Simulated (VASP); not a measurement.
# MgO (Fm-3m) in VASP: further runs

The runs below take MgO through relaxation of cell and atoms, single point, with r2SCAN.

Everything below comes from runs of VASP 6.6.1. Logs are shortened: lines on timing, memory, paths and dates and some standing lists are left out, and cuts for length are marked.

## (1) The cell of the first run

Symmetry: Fm-3m, No. 225, cubic system. Conventional cell: a = 4.217 Å, b = 4.217 Å, c = 4.217 Å, α = 90.00°, β = 90.00°, γ = 90.00°. Within 2.8 Å of Mg (site symmetry m-3m) lie 6 O at 2.11 Å. O (site symmetry m-3m) has 6 Mg at 2.11 Å within 2.8 Å.

## (2) Relaxation of cell and atoms, r2SCAN

The input, POSCAR:

```
MgO
1.0
    0.0000000000      2.1085000000      2.1085000000
    2.1085000000      0.0000000000      2.1085000000
    2.1085000000      2.1085000000      0.0000000000
Mg O
1 1
Direct
    0.0000000000      0.0000000000      0.0000000000
    0.5000000000      0.5000000000      0.5000000000
```

The input, INCAR.step1:

```
PREC     = Accurate       # precision mode
ENCUT    = 600            # plane-wave cutoff, eV
ISMEAR   = 0              # smearing method
SIGMA    = 0.02           # smearing width, eV
LREAL    = False          # projectors in reciprocal space
LASPH    = True           # aspherical terms in the spheres
NELM     = 60             # most SCF steps
GGA      = PE             # functional
ALGO     = Normal         # electronic algorithm
EDIFF    = 1E-4           # SCF threshold, eV
LWAVE    = True           # write WAVECAR
LCHARG   = False          # write CHGCAR
```

The input, INCAR.step2:

```
PREC     = Accurate       # precision mode
ENCUT    = 600            # plane-wave cutoff, eV
EDIFF    = 1E-6           # SCF threshold, eV
ISMEAR   = 0              # smearing method
SIGMA    = 0.02           # smearing width, eV
LREAL    = False          # projectors in reciprocal space
LASPH    = True           # aspherical terms in the spheres
NELM     = 60             # most SCF steps
ALGO     = Normal         # electronic algorithm
ISIF     = 3              # what is computed and relaxed
LWAVE    = False          # write WAVECAR
LCHARG   = False          # write CHGCAR
METAGGA  = R2SCAN         # meta-GGA
LMIXTAU  = True         
IBRION   = 2              # ionic algorithm
NSW      = 100            # ionic steps
EDIFFG   = -0.005         # ionic threshold
ISTART   = 1
```

The input, KPOINTS:

```
regular mesh
0
Gamma
  10 10 10
```

Potentials or basis: VASP PAW PBE potentials, release 64 (Mg, O).

Command:

```bash
> cat potpaw_PBE.64/Mg/POTCAR potpaw_PBE.64/O/POTCAR > POTCAR
> cp INCAR.step1 INCAR
> mpirun -np 1 vasp_std > vasp.out
> cp INCAR.step2 INCAR
> mpirun -np 1 vasp_std > vasp.out
```

OUTCAR:

```text
PREC = Accurate
   ENCUT = 600
   EDIFF = 1E-6
   ISMEAR = 0
   LREAL = False
   LASPH = True
   NELM = 60
   ISIF = 3
   METAGGA = R2SCAN
   IBRION = 2
   NSW = 100
   EDIFFG = -0.005
   ISTART = 1

 ion  position               nearest neighbor table
   1  0.000  0.000  0.000-   2 2.11   2 2.11   2 2.11   2 2.11   2 2.11   2 2.11
   2  0.500  0.500  0.500-   1 2.11   1 2.11   1 2.11   1 2.11   1 2.11   1 2.11

  LATTYP: Found a face centered cubic cell.
 ALAT       =     4.2170000000

  Lattice vectors:

 A1 = (   0.0000000000,   2.1085000000,   2.1085000000)
 A2 = (   2.1085000000,   0.0000000000,   2.1085000000)
 A3 = (   2.1085000000,   2.1085000000,   0.0000000000)

Analysis of symmetry for initial positions (statically):
=====================================================================
 Subroutine PRICEL returns:
 Original cell was already a primitive cell.

 Routine SETGRP: Setting up the symmetry group for a
 face centered cubic supercell.

 Subroutine GETGRP returns: Found 48 space group operations
 (whereof 48 operations were pure point group operations)
 out of a pool of 48 trial point group operations.

The static configuration has the point symmetry O_h .

Analysis of symmetry for dynamics (positions and initial velocities):
=====================================================================
 Subroutine PRICEL returns:
 Original cell was already a primitive cell.

 Routine SETGRP: Setting up the symmetry group for a
 face centered cubic supercell.

 Subroutine GETGRP returns: Found 48 space group operations
 (whereof 48 operations were pure point group operations)
 out of a pool of 48 trial point group operations.

The dynamic configuration has the point symmetry O_h .

 Subroutine INISYM returns: Found 48 space group operations
 (whereof 48 operations are pure point group operations),
 and found     1 'primitive' translations

----------------------------------------------------------------------------------------

                                     Primitive cell

  volume of cell :      18.7478

  direct lattice vectors                    reciprocal lattice vectors
     0.000000000  2.108500000  2.108500000    -0.237135404  0.237135404  0.237135404
     2.108500000  0.000000000  2.108500000     0.237135404 -0.237135404  0.237135404
     2.108500000  2.108500000  0.000000000     0.237135404  0.237135404 -0.237135404

  length of vectors
     2.981869296  2.981869296  2.981869296     0.410730569  0.410730569  0.410730569

  position of ions in fractional coordinates (direct lattice)
     0.000000000  0.000000000  0.000000000
     0.500000000  0.500000000  0.500000000

  ion indices of the primitive-cell ions
   primitive index   ion index
                 1           1
                 2           2

----------------------------------------------------------------------------------------

 KPOINTS: regular mesh

Automatic generation of k-mesh.
 Grid dimensions read from file:
 generate k-points for:   10   10   10

 Generating k-lattice:

  Cartesian coordinates                     Fractional coordinates (reciprocal lattice)
    -0.023713540  0.023713540  0.023713540     0.100000000  0.000000000  0.000000000
     0.023713540 -0.023713540  0.023713540     0.000000000  0.100000000  0.000000000
     0.023713540  0.023713540 -0.023713540     0.000000000  0.000000000  0.100000000

  Length of vectors
     0.041073057  0.041073057  0.041073057

  Shift w.r.t. Gamma in fractional coordinates (k-lattice)
     0.000000000  0.000000000  0.000000000

 Subroutine IBZKPT returns following result:
 ===========================================

 Found     47 irreducible k-points:

 Following reciprocal coordinates:
            Coordinates               Weight
  0.000000  0.000000  0.000000      1.000000
  0.100000  0.000000  0.000000      8.000000
  0.200000  0.000000  0.000000      8.000000
  0.300000  0.000000  0.000000      8.000000
  0.400000  0.000000  0.000000      8.000000
  0.500000  0.000000  0.000000      4.000000
[... 16 lines left out ...]
  0.300000  0.300000  0.000000      6.000000
  0.400000  0.300000  0.000000     24.000000
 [... further k-points ...]
   k-points           NKPTS =     47   k-points in BZ     NKDIM =     47   number of bands    NBANDS=      8
   number of dos      NEDOS =    301   number of ions     NIONS =      2
   total plane-waves  NPLWV =  13824
   dimension x,y,z NGX =    24 NGY =   24 NGZ =   24
   dimension x,y,z NGXF=    48 NGYF=   48 NGZF=   48
   ions per type =               1   1
   NGX,Y,Z   is equivalent  to a cutoff of  13.38, 13.38, 13.38 a.u.
   NGXF,Y,Z  is equivalent  to a cutoff of  26.76, 26.76, 26.76 a.u.
 SYSTEM =  unknown system
   PREC   = accura    normal or accurate (medium, high low for compatibility)
   ISTART =      1    job   : 0-new  1-cont  2-samecut
   ICHARG =      0    charge: 1-file 2-atom 10-const
   ISPIN  =      1    spin polarized calculation?
   LNONCOLLINEAR =      F non collinear calculations
   LSORBIT =      F    spin-orbit coupling
   LASPH  =      T    aspherical Exc in radial PAW
   ENCUT  =  600.0 eV  44.10 Ry    6.64 a.u.   5.96  5.96  5.96*2*pi/ulx,y,z
   NELM   =     60;   NELMIN=  2; NELMDL=  0     # of ELM steps
   EDIFF  = 0.1E-05   stopping-criterion for ELM
   LREAL  =      F    real-space projection
   EDIFFG = -.5E-02   stopping-criterion for IOM
   NSW    =    100    number of steps for IOM
   IBRION =      2    ionic relax: 0-MD 1-quasi-New 2-CG
   NFREE  =      1    steps in history (QN), initial steepest desc. (CG)
   ISIF   =      3    stress and relaxation
   ISYM   =      2    0-nonsym 1-usesym 2-fastsym
   POTIM  = 0.5000    time-step for ionic-motion
   TEBEG  =    0.0;   TEEND  =   0.0 temperature during run
   PSTRESS=    0.0 pullay stress
   NELECT =       8.0000    total number of electrons
   NUPDOWN=      -1.0000    fix difference up-down
   EMIN   =  10.00;   EMAX   =-10.00  energy-range for DOS
   EFERMI =   0.00;   METHOD = LEGACY
   ISMEAR =     0;   SIGMA  =   0.02  broadening in eV -4-tet -1-fermi 0-gaus
   EFERMI_NEDOS =   21; number of points for ismear=-14 and -15
   IALGO  =     38    algorithm
   IMIX   =      4    mixing-type and parameters
     AMIX     =   0.40;   BMIX     =  1.00
     AMIX_MAG =   1.60;   BMIX_MAG =  1.00
  volume/ion in A,a.u.               =       9.37        63.26
  Fermi-wavevector in a.u.,A,eV,Ry     =   1.232503  2.329092 20.668107  1.519063
  Thomas-Fermi vector in A             =   2.367270
   LORBIT       =      0    0 simple, 1 ext, 2 COOP (PROOUT), +10 PAW based schemes
   METAGGA = R2SCAN    functional components
   LHFCALC =     F    Hartree Fock is set to
   AEXX    =    0.0000 exact exchange contribution
   IVDW    =     0    specifies the selected vdW correction
   LEPSILON=     F    determine dielectric tensor
   LRPA    =     F    only Hartree local field effects (RPA)
 conjugate gradient relaxation of ions
 non-spin polarized calculation
 Gauss-broadening in eV      SIGMA  =   0.02
  energy-cutoff  :      600.00
  volume of cell :       18.75
 maximum number of plane-waves:       636
   NGX = 11   NGY = 11   NGZ = 11

--------------------------------------- Ionic step        1  -------------------------------------------

 number of electron       8.0000005 magnetization

 Free energy of the ion-electron system (eV)
  ---------------------------------------------------
  ext. energy  EPLUGINS =         0.00000000
  ---------------------------------------------------
  free energy    TOTEN  =       -16.16324080 eV

  energy without entropy =      -16.16324080  energy(sigma->0) =      -16.16324080

------------------------ aborting loop because EDIFF is reached ----------------------------------------

  FORCE on cell =-STRESS in cart. coord.  units (eV):
  Direction    XX          YY          ZZ          XY          YZ          ZX
  --------------------------------------------------------------------------------------
  -------------------------------------------------------------------------------------
  Total       -0.3309958     -0.3309958     -0.3309958      0.0000000      0.0000000      0.0000000
  in kB      -28.2866988    -28.2866988    -28.2866988      0.0000000      0.0000000      0.0000000
  external PRESSURE =     -28.2866988 kB  Pullay stress =       0.0000000 kB
[... 57 lines left out ...]
  energy  without entropy=      -16.1656608641  energy(sigma->0) =      -16.16566086

--------------------------------------- Ionic step        3  -------------------------------------------

 number of electron       8.0000004 magnetization

 Free energy of the ion-electron system (eV)
  ---------------------------------------------------
  ext. energy  EPLUGINS =         0.00000000
  ---------------------------------------------------
  free energy    TOTEN  =       -16.16612075 eV

  energy without entropy =      -16.16612075  energy(sigma->0) =      -16.16612075

 E-fermi :   3.0556     XC(G=0): -11.6640

 val. band max:        2.8752199960   @ k =   0.0000   0.0000   0.0000
 cond. band min:       8.6226310959   @ k =   0.0000   0.0000   0.0000
 fundamental gap:      5.7474110999
 Fermi energy:         3.0555615918

 k-point     1 :       0.0000    0.0000    0.0000
  band No.  band energies     occupation
      1     -15.3949      2.00000
      2       2.8752      2.00000
      3       2.8752      2.00000
      4       2.8752      2.00000
      5       8.6226      0.00000
      6      19.7937      0.00000
      7      19.7937      0.00000
      8      19.7937      0.00000
[... 243 lines left out ...]
 k-point    24 :       0.4000    0.3000    0.0000
  band No.  band energies     occupation
      1     -14.1595      2.00000
      2      -0.7476      2.00000
      3       1.5368      2.00000
      4       1.7538      2.00000
      5      13.5851      0.00000
      6      14.0821      0.00000
      7      17.8020      0.00000
      8      22.5351      0.00000

 [... further k-points ...]

------------------------ aborting loop because EDIFF is reached ----------------------------------------

  FORCE on cell =-STRESS in cart. coord.  units (eV):
  Direction    XX          YY          ZZ          XY          YZ          ZX
  --------------------------------------------------------------------------------------
  -------------------------------------------------------------------------------------
  Total        0.0010870      0.0010870      0.0010870      0.0000000      0.0000000      0.0000000
  in kB        0.0945099      0.0945099      0.0945099      0.0000000      0.0000000      0.0000000
  external PRESSURE =       0.0945099 kB  Pullay stress =       0.0000000 kB
[... 17 lines left out ...]
  FREE ENERGIE OF THE ION-ELECTRON SYSTEM (eV)
  ---------------------------------------------------
  free  energy   TOTEN  =       -16.1661207492 eV

  energy  without entropy=      -16.1661207492  energy(sigma->0) =      -16.16612075

 reached required accuracy - stopping structural energy minimisation
```

It took 49 s on 1 thread of Intel Xeon Platinum 8488C (Sapphire Rapids), shared host; peak memory 0.15 GiB.

Results:

```
Free energy                            : -16.1661 eV
Relaxed volume                         : 9.21 Å³/atom
Relaxed cell                           : a = 2.965 Å, b = 2.965 Å, c = 2.965 Å, α = 60.00°, β = 60.00°, γ = 60.00°
Space group after relaxing (to 0.05 Å) : Fm-3m (No. 225)
Energy gained by relaxing              : 1.4 meV/atom
Ionic steps                            : 3
Pressure after relaxing                : 0.0 GPa
Band gap on the k mesh                 : 5.75 eV, direct
```

Step by step:
```tsv
step	energy change (eV)	largest force (eV/Å)	pressure (GPa)	volume (Å³)
1	0.0000	0.0000	-2.83	18.75
2	-0.0024	0.0000	1.18	18.30
3	-0.0029	0.0000	0.01	18.43
```

Final structure:
```
CELL_PARAMETERS angstrom
0.00000 2.09641 2.09641
2.09641 0.00000 2.09641
2.09641 2.09641 0.00000
ATOMIC_POSITIONS crystal
Mg 0.00000 0.00000 0.00000
O 0.50000 0.50000 0.50000
```

Levels at points of the mesh, in eV from the valence-band top:
```tsv
k point	band 2	band 3	band 4	band 5	band 6	band 7
(0.00, 0.00, 0.00)	0.00	0.00	0.00	5.75	16.92	16.92
(0.50, 0.00, 0.00)	-4.67	-0.69	-0.69	8.90	13.97	17.57
(0.50, 0.50, 0.00)	-4.16	-1.39	-1.39	10.05	11.22	14.45
```

Caveat: the PAW data sets were made with another functional, which shifts forces and pressure a little.

(Continued in part 2 of 2.)
